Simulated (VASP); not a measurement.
Write the native input for VASP 6.6.1 that does the following.

| Quantity | Value |
| --- | --- |
| Task | single point |
| Functional | PBE |
| Potentials or basis | VASP PAW PBE potentials, release 64 (Bi_d, Te, O) |
| Cutoff | 520 eV |
| k mesh | 4 × 4 × 4 |
| Occupations | gaussian, width 0.15 eV |
| Spin | no spin polarisation |
| Dipole correction | no |
| Further INCAR settings | ALGO = Normal; EDIFF = 1e-07; NBANDS = 39 |

The structure of Bi2Te2O3 lies in POSCAR:

```
Bi2Te2O3
1.0
    1.8468716375      1.0662918351     13.5590017563
   -1.8468716375      1.0662918351     13.5590017563
    0.0000000000     -2.1325836761     13.5590017559
Bi Te O
2 2 3
Direct
    0.7050291868      0.7050291868      0.7050291868
    0.2949708132      0.2949708132      0.2949708132
    0.1413550166      0.1413550166      0.1413550166
    0.8586449834      0.8586449834      0.8586449834
    0.3943452866      0.3943452866      0.3943452866
    0.6056547134      0.6056547134      0.6056547134
    0.0000000000      0.0000000000      0.0000000000
```

The input as run:

INCAR

```
PREC = Accurate ; ENCUT = 520
EDIFF = 1E-7 ; ISMEAR = 0
SIGMA = 0.15 ; LREAL = F
LASPH = T ; NELM = 80
ALGO = Normal ; ISIF = 2
LWAVE = F ; LCHARG = F
GGA = PE ; NBANDS = 39
```

KPOINTS

```
regular mesh
0
Gamma
  4 4 4
```

Potentials or basis: VASP PAW PBE potentials, release 64 (Bi_d, Te, O).

The run is started by

```console
$ cat potpaw_PBE.64/Bi_d/POTCAR potpaw_PBE.64/Te/POTCAR potpaw_PBE.64/O/POTCAR > POTCAR
$ mpirun -np 1 vasp_std > vasp.out
```

Results of the run:

- Pressure: 0.1 GPa
- Largest force: 0.011 eV/Å
- Band gap on the k mesh: 0.36 eV (least direct gap 0.54 eV)

Caveat: the k points lie up to 0.49 Å⁻¹ apart; spin-orbit coupling is left out, which moves the levels of the heavy elements.

Run time: 32 min on 1 thread of Intel(R) Xeon(R) Platinum 8259CL CPU @ 2.50GHz (Skylake/Cascade Lake), on a shared host, peak memory 1.9 GiB.
